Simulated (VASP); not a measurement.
Hf2NbF: single point with PBE

The system is Hf2NbF.

```
Hf Nb F
1.0
     3.85461    0.00000    0.00000
     0.00000    3.85461    0.00000
     0.00000    0.00000    5.19280
Hf Nb F
2 1 1
Cartesian
  0.0000 0.0000 2.5964
  1.9273 1.9273 0.0000
  0.0000 0.0000 0.0000
  1.9273 1.9273 2.5964
```

The cell was generated, and may not be a known phase.

```yaml
Program: VASP 6.6.1
Task: single point
Functional: PBE
Potentials_or_basis: VASP PAW PBE potentials, release 64 (Hf_pv, Nb_sv, F)
Cutoff: 520 eV
k_mesh: 12 × 12 × 10
Occupations: gaussian, width 0.1 eV
Spin: no spin polarisation
```

- Pressure: -0.9 GPa
- Band gap on the k mesh: zero (bands 20 and 21 overlap by 1.48 eV)

Stress tensor (GPa, compression positive):
```
-0.78  0.00  0.00
 0.00 -0.78  0.00
 0.00  0.00 -1.04
```

Levels at points of the mesh, in eV from the Fermi level:
| k point | band 17 | band 18 | band 19 | band 20 | band 21 | band 22 | band 23 | band 24 |
| --- | --- | --- | --- | --- | --- | --- | --- | --- |
| (0.00, 0.00, 0.00) | -2.76 | -2.19 | -1.84 | -1.84 | -0.49 | -0.12 | 1.83 | 2.12 |
| (0.50, 0.00, 0.00) | -2.20 | -1.38 | -1.06 | -0.45 | 0.61 | 1.26 | 1.47 | 1.48 |
| (0.50, 0.50, 0.00) | -2.91 | -2.34 | -1.42 | 0.72 | 1.25 | 1.25 | 1.95 | 3.21 |
| (0.00, 0.00, 0.50) | -2.76 | -2.13 | -0.77 | -0.37 | -0.37 | 0.34 | 1.00 | 1.00 |
| (0.50, 0.00, 0.50) | -1.33 | -1.25 | 0.48 | 0.70 | 0.70 | 0.81 | 1.21 | 1.52 |
| (0.50, 0.50, 0.50) | -1.91 | -1.40 | -0.97 | -0.97 | 0.88 | 0.91 | 1.09 | 2.20 |

It took 2.6 min on 1 thread of Intel(R) Xeon(R) 6975P-C (Granite Rapids) (shared host), peak memory 0.45 GiB.

Caveat: spin-orbit coupling is left out, which moves the levels of the heavy elements.
